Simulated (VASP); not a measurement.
# TiSi16 (a cell with a defect) in VASP: further runs

Runs on TiSi16 (a cell with a defect). Level: PBEsol. Tasks: single point.

Program: VASP 6.6.1. These are calculated values, not measurements. Logs are shortened: lines on timing, memory, paths and dates and some standing lists are left out, and cuts for length are marked.

## (1) The cell of the first run

The cell holds a defect, 17 atoms: a = 7.679 Å, b = 7.679 Å, c = 7.679 Å, α = 60.00°, β = 60.00°, γ = 60.00°.

## (2) Single point, PBEsol

File INCAR:

```
PREC = Accurate
ENCUT = 520
EDIFF = 1E-6
ISMEAR = 0
SIGMA = 0.05
LREAL = Auto
LASPH = T
NELM = 80
ALGO = Normal
ISIF = 2
LWAVE = F
LCHARG = F
GGA = PS
NBANDS = 52
```

File KPOINTS:

```
Automatic mesh
0
Gamma
  2 2 2
```

File POSCAR:

```
TiSi16
1.0
    0.0000000000      5.4300000000      5.4300000000
    5.4300000000      0.0000000000      5.4300000000
    5.4300000000      5.4300000000      0.0000000000
Si Ti
16 1
Direct
    0.0061917463     -0.0001062314     -0.0125063626
    0.1410648244      0.1250380895      0.1100059575
    0.0072674850      0.0013017800      0.4912322565
    0.1264454033      0.1331186925      0.6137383697
    0.0061787767      0.5075579456     -0.0125190741
    0.1253430407      0.6268209652      0.1221504547
    0.0020266532      0.5034001630      0.4922441456
    0.1264268716      0.6278077520      0.6136992782
    0.5043674273      0.0058073892     -0.0147328037
    0.6236414194      0.1250840561      0.1100159942
    0.4999355371      0.0012967996      0.4912446889
    0.6251629728      0.1266283547      0.6227827557
    0.4984383731      0.5075919350     -0.0124793215
    0.6236720456      0.6424408395      0.1099121992
    0.4998865152      0.5088080914      0.4911513759
    0.6317690575      0.6278059041      0.6137379864
    0.7538613508      0.2551928740      0.2368735996
```

Potentials or basis: VASP PAW PBE potentials, release 64 (Si, Ti_sv).

Launch:

```console
$ cat potpaw_PBE.64/Si/POTCAR potpaw_PBE.64/Ti_sv/POTCAR > POTCAR
$ mpirun -np 1 vasp_std > vasp.out
```

OUTCAR:

```text
PREC = Accurate
   ENCUT = 520
   EDIFF = 1E-6
   ISMEAR = 0
   LREAL = Auto
   LASPH = T
   NELM = 80
   ISIF = 2
   GGA = PS

 ion  position               nearest neighbor table
   1  0.006  1.000  0.987-   6 2.34   4 2.34   2 2.40  10 2.40  17 2.74
   2  0.141  0.125  0.110-   9 2.28   3 2.39   5 2.40   1 2.40  17 2.43
   3  0.007  0.001  0.491-   8 2.34   4 2.34   2 2.39  12 2.40  17 2.76
   4  0.126  0.133  0.614-   7 2.32  11 2.34   3 2.34   1 2.34
   5  0.006  0.508  0.987-   6 2.34   8 2.34  14 2.40   2 2.40  17 2.74
   6  0.125  0.627  0.122-   7 2.32   1 2.34  13 2.34   5 2.34
   7  0.002  0.503  0.492-   6 2.32  16 2.32   8 2.32   4 2.32
   8  0.126  0.628  0.614-   7 2.32  15 2.34   3 2.34   5 2.34
   9  0.504  0.006  0.985-  12 2.27  10 2.28   2 2.28  14 2.28
  10  0.624  0.125  0.110-   9 2.28  11 2.39  13 2.40   1 2.40  17 2.43
  11  0.500  0.001  0.491-   4 2.34  16 2.34  10 2.39  12 2.40  17 2.76
  12  0.625  0.127  0.623-   9 2.27  11 2.40   3 2.40  15 2.40  17 2.42
  13  0.498  0.508  0.988-   6 2.34  16 2.34  14 2.40  10 2.40  17 2.74
  14  0.624  0.642  0.110-   9 2.28  15 2.39  13 2.40   5 2.40  17 2.43
  15  0.500  0.509  0.491-   8 2.34  16 2.34  14 2.39  12 2.40  17 2.76
  16  0.632  0.628  0.614-   7 2.32  15 2.34  11 2.34  13 2.34
  17  0.754  0.255  0.237-  12 2.42  10 2.43   2 2.43  14 2.43   1 2.74   5 2.74  13 2.74   3 2.76
                            11 2.76  15 2.76

  LATTYP: Found a face centered cubic cell.
 ALAT       =    10.8600000000

  Lattice vectors:

 A1 = (   0.0000000000,   5.4300000000,   5.4300000000)
 A2 = (   5.4300000000,   0.0000000000,   5.4300000000)
 A3 = (   5.4300000000,   5.4300000000,   0.0000000000)

Analysis of symmetry for initial positions (statically):
=====================================================================
 Subroutine PRICEL returns:
 Original cell was already a primitive cell.

 Routine SETGRP: Setting up the symmetry group for a
 face centered cubic supercell.

 Subroutine GETGRP returns: Found  1 space group operations
 (whereof  1 operations were pure point group operations)
 out of a pool of 48 trial point group operations.

The static configuration has the point symmetry C_1 .

Analysis of symmetry for dynamics (positions and initial velocities):
=====================================================================
 Subroutine PRICEL returns:
 Original cell was already a primitive cell.

 Routine SETGRP: Setting up the symmetry group for a
 face centered cubic supercell.

 Subroutine GETGRP returns: Found  1 space group operations
 (whereof  1 operations were pure point group operations)
 out of a pool of 48 trial point group operations.

The dynamic configuration has the point symmetry C_1 .

 Subroutine INISYM returns: Found  1 space group operations
 (whereof  1 operations are pure point group operations),
 and found     1 'primitive' translations

----------------------------------------------------------------------------------------

                                     Primitive cell

  volume of cell :     320.2060

  direct lattice vectors                    reciprocal lattice vectors
     0.000000000  5.430000000  5.430000000    -0.092081031  0.092081031  0.092081031
     5.430000000  0.000000000  5.430000000     0.092081031 -0.092081031  0.092081031
     5.430000000  5.430000000  0.000000000     0.092081031  0.092081031 -0.092081031

  length of vectors
     7.679179644  7.679179644  7.679179644     0.159489025  0.159489025  0.159489025

  position of ions in fractional coordinates (direct lattice)
     0.006191746  0.999893769  0.987493637
     0.141064824  0.125038090  0.110005958
     0.007267485  0.001301780  0.491232256
     0.126445403  0.133118692  0.613738370
     0.006178777  0.507557946  0.987480926
     0.125343041  0.626820965  0.122150455
[... 9 lines left out ...]
     0.631769058  0.627805904  0.613737986
     0.753861351  0.255192874  0.236873600

  ion indices of the primitive-cell ions
   primitive index   ion index
                 1           1
                 2           2
                 3           3
                 4           4
                 5           5
                 6           6
[... 9 lines left out ...]
                16          16
                17          17

----------------------------------------------------------------------------------------

 KPOINTS: Automatic mesh

Automatic generation of k-mesh.
 Grid dimensions read from file:
 generate k-points for:    2    2    2

 Generating k-lattice:

  Cartesian coordinates                     Fractional coordinates (reciprocal lattice)
    -0.046040516  0.046040516  0.046040516     0.500000000  0.000000000  0.000000000
     0.046040516 -0.046040516  0.046040516     0.000000000  0.500000000  0.000000000
     0.046040516  0.046040516 -0.046040516     0.000000000  0.000000000  0.500000000

  Length of vectors
     0.079744512  0.079744512  0.079744512

  Shift w.r.t. Gamma in fractional coordinates (k-lattice)
     0.000000000  0.000000000  0.000000000

 Subroutine IBZKPT returns following result:
 ===========================================

 Found      8 irreducible k-points:

 Following reciprocal coordinates:
            Coordinates               Weight
  0.000000  0.000000  0.000000      1.000000
  0.500000  0.000000  0.000000      1.000000
  0.000000  0.500000  0.000000      1.000000
  0.000000  0.000000  0.500000      1.000000
  0.500000  0.500000  0.500000      1.000000
  0.500000  0.500000  0.000000      1.000000
  0.000000  0.500000  0.500000      1.000000
  0.500000  0.000000  0.500000      1.000000
   k-points           NKPTS =      8   k-points in BZ     NKDIM =      8   number of bands    NBANDS=     52
   number of dos      NEDOS =    301   number of ions     NIONS =     17
   total plane-waves  NPLWV = 216000
   dimension x,y,z NGX =    60 NGY =   60 NGZ =   60
   dimension x,y,z NGXF=   120 NGYF=  120 NGZF=  120
   ions per type =              16   1
   NGX,Y,Z   is equivalent  to a cutoff of  12.99, 12.99, 12.99 a.u.
   NGXF,Y,Z  is equivalent  to a cutoff of  25.98, 25.98, 25.98 a.u.
 SYSTEM =  unknown system
   PREC   = accura    normal or accurate (medium, high low for compatibility)
   ISTART =      0    job   : 0-new  1-cont  2-samecut
   ICHARG =      2    charge: 1-file 2-atom 10-const
   ISPIN  =      1    spin polarized calculation?
   LNONCOLLINEAR =      F non collinear calculations
   LSORBIT =      F    spin-orbit coupling
   LASPH  =      T    aspherical Exc in radial PAW
   ENCUT  =  520.0 eV  38.22 Ry    6.18 a.u.  14.28 14.28 14.28*2*pi/ulx,y,z
   NELM   =     80;   NELMIN=  2; NELMDL= -5     # of ELM steps
   EDIFF  = 0.1E-05   stopping-criterion for ELM
   LREAL  =      T    real-space projection
   EDIFFG = 0.1E-04   stopping-criterion for IOM
   NSW    =      0    number of steps for IOM
   IBRION =     -1    ionic relax: 0-MD 1-quasi-New 2-CG
   NFREE  =      0    steps in history (QN), initial steepest desc. (CG)
   ISIF   =      2    stress and relaxation
   ISYM   =      2    0-nonsym 1-usesym 2-fastsym
   POTIM  = 0.5000    time-step for ionic-motion
   TEBEG  =    0.0;   TEEND  =   0.0 temperature during run
   PSTRESS=    0.0 pullay stress
   NELECT =      76.0000    total number of electrons
   NUPDOWN=      -1.0000    fix difference up-down
   EMIN   =  10.00;   EMAX   =-10.00  energy-range for DOS
   EFERMI =   0.00;   METHOD = LEGACY
   ISMEAR =     0;   SIGMA  =   0.05  broadening in eV -4-tet -1-fermi 0-gaus
   EFERMI_NEDOS =   21; number of points for ismear=-14 and -15
   IALGO  =     38    algorithm
   IMIX   =      4    mixing-type and parameters
     AMIX     =   0.40;   BMIX     =  1.00
     AMIX_MAG =   1.60;   BMIX_MAG =  1.00
  volume/ion in A,a.u.               =      18.84       127.11
  Fermi-wavevector in a.u.,A,eV,Ry     =   1.013607  1.915439 13.978610  1.027399
  Thomas-Fermi vector in A             =   2.146786
   LORBIT       =      0    0 simple, 1 ext, 2 COOP (PROOUT), +10 PAW based schemes
   GGA     = PS    functional components
   LHFCALC =     F    Hartree Fock is set to
   AEXX    =    0.0000 exact exchange contribution
   IVDW    =     0    specifies the selected vdW correction
   LEPSILON=     F    determine dielectric tensor
   LRPA    =     F    only Hartree local field effects (RPA)
 non-spin polarized calculation
 Gauss-broadening in eV      SIGMA  =   0.05
  energy-cutoff  :      520.00
  volume of cell :      320.21
 maximum number of plane-waves:      8646
 NGX is ok and might be reduce to    60
   NGX = 29   NGY = 29   NGZ = 29

 number of electron      76.0000003 magnetization

 Free energy of the ion-electron system (eV)
  ---------------------------------------------------
  ext. energy  EPLUGINS =         0.00000000
  ---------------------------------------------------
  free energy    TOTEN  =       -98.32552301 eV

  energy without entropy =      -98.30298475  energy(sigma->0) =      -98.31425388

 E-fermi :   6.8188     XC(G=0):  -9.8814

 val. band max:        6.7791849162   @ k =   0.0000   0.5000   0.5000
 cond. band min:       6.8415124017   @ k =   0.0000   0.0000   0.5000
 fundamental gap:      0.0623274855
 Fermi energy:         6.8187778869

 k-point     1 :       0.0000    0.0000    0.0000
  band No.  band energies     occupation
      1     -49.7273      2.00000
      2     -26.2080      2.00000
      3     -26.2078      2.00000
      4     -26.1974      2.00000
      5      -5.7871      2.00000
      6      -3.5601      2.00000
[... 42 lines left out ...]
     49       8.0829      0.00000
     50       8.3864      0.00000

 k-point     2 :       0.5000    0.0000    0.0000
  band No.  band energies     occupation
      1     -49.7273      2.00000
      2     -26.2080      2.00000
      3     -26.2078      2.00000
      4     -26.1974      2.00000
      5      -5.0763      2.00000
      6      -4.8647      2.00000
[... 310 lines left out ...]
 k-point     8 :       0.5000    0.0000    0.5000
  band No.  band energies     occupation
      1     -49.7273      2.00000
      2     -26.2080      2.00000
      3     -26.2078      2.00000
      4     -26.1974      2.00000
      5      -4.7510      2.00000
      6      -4.6683      2.00000
[... 42 lines left out ...]
     49       9.7630      0.00000
     50      10.4197      0.00000
 [bands above 50 left out]

------------------------ aborting loop because EDIFF is reached ----------------------------------------

  FORCE on cell =-STRESS in cart. coord.  units (eV):
  Direction    XX          YY          ZZ          XY          YZ          ZX
  --------------------------------------------------------------------------------------
  -------------------------------------------------------------------------------------
  Total        4.1435598      4.1349638      4.1361412     -0.0299633      0.0388903      0.0220519
  in kB       20.7326447     20.6896341     20.6955252     -0.1499238      0.1945910      0.1103386
  external PRESSURE =      20.7059346 kB  Pullay stress =       0.0000000 kB

 VOLUME and BASIS-vectors are now :
 -----------------------------------------------------------------------------
  energy-cutoff  :      520.00
  volume of cell :      320.21
      direct lattice vectors                 reciprocal lattice vectors
     0.000000000  5.430000000  5.430000000    -0.092081031  0.092081031  0.092081031
     5.430000000  0.000000000  5.430000000     0.092081031 -0.092081031  0.092081031
     5.430000000  5.430000000  0.000000000     0.092081031  0.092081031 -0.092081031

 POSITION                                       TOTAL-FORCE (eV/Angst)
 -----------------------------------------------------------------------------------
     10.79151      5.39571      5.46304         0.030003     -0.010419      0.010648
      1.27629      1.36331      1.44494         0.000558     -0.008003     -0.002693
      2.67446      2.70685      0.04653        -0.008964     -0.008478      0.009242
      4.05543      4.01920      1.40943        -0.013517      0.005778     -0.006817
      8.11806      5.39557      2.78959        -0.010146     -0.010112     -0.027073
      4.06691      1.34389      4.08425        -0.017352     -0.016461      0.017119
[... 9 lines left out ...]
      6.74158      6.76310      6.83949         0.009906     -0.015232     -0.007935
      2.67192      5.37969      5.47916         0.012833      0.015902     -0.017273
 -----------------------------------------------------------------------------------
    total drift:                               -0.009135      0.003530     -0.001137

  FREE ENERGIE OF THE ION-ELECTRON SYSTEM (eV)
  ---------------------------------------------------
  free  energy   TOTEN  =       -98.3255230057 eV

  energy  without entropy=      -98.3029847526  energy(sigma->0) =      -98.31425388
```

It took 7 min on 1 thread of Intel Xeon 8259CL, shared host; peak memory 0.5 GiB.

Results:

* Free energy: -98.3255 eV
* Pressure: 2.1 GPa
* Largest force: 0.033 eV/Å
* Band gap on the k mesh: zero (bands 38 and 39 overlap by 0.39 eV)

Forces on the atoms (eV/Å):
```
Si   0.030 -0.010  0.011
Si   0.001 -0.008 -0.003
Si  -0.009 -0.008  0.009
Si  -0.014  0.006 -0.007
Si  -0.010 -0.010 -0.027
Si  -0.017 -0.016  0.017
Si   0.007  0.007 -0.007
Si   0.011  0.007  0.015
Si   0.004  0.008 -0.008
Si   0.001  0.003  0.008
Si  -0.009 -0.009  0.009
Si   0.011  0.008 -0.008
Si  -0.010  0.026  0.010
Si  -0.005  0.002 -0.002
Si  -0.012 -0.007  0.007
Si   0.010 -0.015 -0.008
Ti   0.013  0.016 -0.017
```

Caveat: the k points lie up to 0.50 Å⁻¹ apart; the PAW data sets were made with another functional, which shifts forces and pressure a little.

## (3) Single point, PBEsol

File INCAR:

```
ALGO = Normal
EDIFF = 1E-6
ENCUT = 520
GGA = PS
ISIF = 2
ISMEAR = 0
LASPH = T
LCHARG = F
LREAL = Auto
LWAVE = F
NBANDS = 52
NELM = 80
PREC = Accurate
SIGMA = 0.05
```

File KPOINTS:

```
k-points
0
Gamma
  2 2 2
```

File POSCAR:

```
TiSi16
1.0
    0.0000000000      5.4300000000      5.4300000000
    5.4300000000      0.0000000000      5.4300000000
    5.4300000000      5.4300000000      0.0000000000
Si Ti
16 1
Direct
   -0.0076780084      0.0005102438     -0.0001470937
    0.1257761597      0.1249817051      0.1241076814
   -0.0075944624      0.0006468609      0.5061068840
    0.1136297878      0.1327813422      0.6262765538
   -0.0076659570      0.5071532479     -0.0001695020
    0.1136838641      0.6269683847      0.1322037070
   -0.0091166268      0.5031578888      0.5026086786
    0.1136351120      0.6271232947      0.6262620172
    0.4886325711      0.0042754550      0.0025851327
    0.6107874144      0.1243114993      0.1236015797
    0.4873248334      0.0001615806      0.5054879192
    0.6108085240      0.1247184663      0.6395496776
    0.4874052887      0.5064673097     -0.0005459682
    0.6108031257      0.6410784066      0.1236014730
    0.4873297380      0.5068125592      0.5054797664
    0.6205011930      0.6266982237      0.6258856157
    0.7391834228      0.2539626716      0.2526791677
```

Potentials or basis: VASP PAW PBE potentials, release 64 (Si, Ti_sv).

Launch:

```console
$ cat potpaw_PBE.64/Si/POTCAR potpaw_PBE.64/Ti_sv/POTCAR > POTCAR
$ mpirun -np 1 vasp_std > vasp.out
```

It took 6.5 min on 1 thread of Intel Xeon 8259CL, shared host; peak memory 0.5 GiB.

The run converged. Its results:

| Item | Value |
| --- | --- |
| Free energy | -98.3261 eV |
| Pressure | 2.1 GPa |
| Largest force | 0.009 eV/Å |
| Band gap on the k mesh | zero (bands 38 and 39 overlap by 0.40 eV) |

Forces in eV/Å, atoms in the order of the input:
```
Si  -0.005  0.003  0.002
Si   0.007 -0.003 -0.006
Si  -0.003  0.002  0.004
Si  -0.004  0.003 -0.001
Si  -0.002  0.004  0.004
Si  -0.004 -0.003  0.004
Si  -0.001 -0.001  0.001
Si   0.001  0.003  0.005
Si  -0.001  0.001  0.001
Si   0.000 -0.002 -0.001
Si   0.002 -0.004 -0.002
Si   0.000  0.002  0.000
Si   0.001 -0.004 -0.001
Si   0.001 -0.002  0.000
Si   0.003 -0.003 -0.002
Si   0.005 -0.003 -0.005
Ti  -0.001  0.007 -0.002
```

Levels at points of the mesh, in eV from the Fermi level:
```
           k point  band 33  band 34  band 35  band 36  band 37  band 38  band 39  band 40  band 41  band 42
(0.00, 0.00, 0.00)    -1.66    -0.95    -0.94    -0.94    -0.38    -0.37    -0.37    -0.13    -0.12     0.22
(0.50, 0.00, 0.00)    -1.93    -1.93    -1.30    -1.29    -0.27     0.03     0.03     0.44     0.44     0.80
(0.00, 0.50, 0.00)    -1.93    -1.93    -1.30    -1.29    -0.27     0.03     0.04     0.44     0.44     0.79
(0.00, 0.00, 0.50)    -1.93    -1.93    -1.30    -1.29    -0.27     0.03     0.04     0.44     0.44     0.79
(0.50, 0.50, 0.50)    -1.93    -1.93    -1.30    -1.29    -0.27     0.03     0.04     0.44     0.44     0.79
(0.50, 0.50, 0.00)    -2.40    -1.94    -1.94    -1.82    -0.71    -0.04     0.59     0.59     1.09     1.33
(0.00, 0.50, 0.50)    -2.40    -1.94    -1.94    -1.82    -0.71    -0.04     0.59     0.59     1.09     1.33
(0.50, 0.00, 0.50)    -2.40    -1.94    -1.94    -1.82    -0.71    -0.04     0.59     0.59     1.09     1.33
```

Caveat: the k points lie up to 0.50 Å⁻¹ apart; the PAW data sets were made with another functional, which shifts forces and pressure a little.
